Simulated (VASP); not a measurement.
HPbNO4: single point with LDA

Crystal: HPbNO4.

```
CELL_PARAMETERS angstrom
4.07894 0.02910 0.00923
1.98812 3.58556 -0.03474
2.00858 1.13981 6.11104
ATOMIC_POSITIONS crystal
H 0.90330 0.68101 0.61027
Pb 0.13425 0.94812 0.88336
N 0.25532 0.28292 0.30863
O 0.83467 0.65636 0.77272
O 0.39119 0.20314 0.11821
O 0.30758 0.02254 0.46783
O 0.07241 0.62171 0.33047
```

```json
{"Program": "VASP 6.6.1", "Task": "single point", "Functional": "LDA", "Potentials or basis": "VASP PAW LDA potentials, release 64 (H, Pb_d, N, O)", "Cutoff": "520 eV", "k mesh": "5 × 5 × 3", "Occupations": "fermi-dirac, width 0.05 eV", "Spin": "no spin polarisation", "Dipole correction": "no", "Further INCAR settings": "ALGO = Normal; EDIFF = 1e-07; NBANDS = 31"}
```

- Pressure: 1.4 GPa
- Largest force: 0.729 eV/Å
- Band gap on the k mesh: 2.45 eV (least direct gap 2.49 eV)

Forces on the atoms (eV/Å):
```
H    0.000 -0.013 -0.172
Pb   0.001  0.006  0.012
N    0.003 -0.061 -0.108
O   -0.001  0.011  0.137
O    0.006 -0.234 -0.542
O    0.008 -0.431  0.588
O   -0.017  0.721  0.084
```

Stress tensor (GPa, compression positive):
```
-0.16 -0.04  0.00
-0.04  2.20 -0.15
 0.00 -0.15  2.28
```

Levels at points of the mesh, in eV from the valence-band top:
```csv
k point,band 18,band 19,band 20,band 21,band 22,band 23,band 24,band 25,band 26,band 27
"(0.00, 0.00, 0.00)",-2.65,-2.32,-1.80,-1.80,-1.16,3.36,4.16,5.71,6.33,6.42
```

Wall time 58 s on 1 thread of Intel(R) Xeon(R) 6975P-C (Granite Rapids) (shared host), peak memory 0.23 GiB.

Caveat: the standard files for N, O and F lose accuracy on very short bonds; spin-orbit coupling is left out, which moves the levels of the heavy elements. A k mesh can miss the band edges.
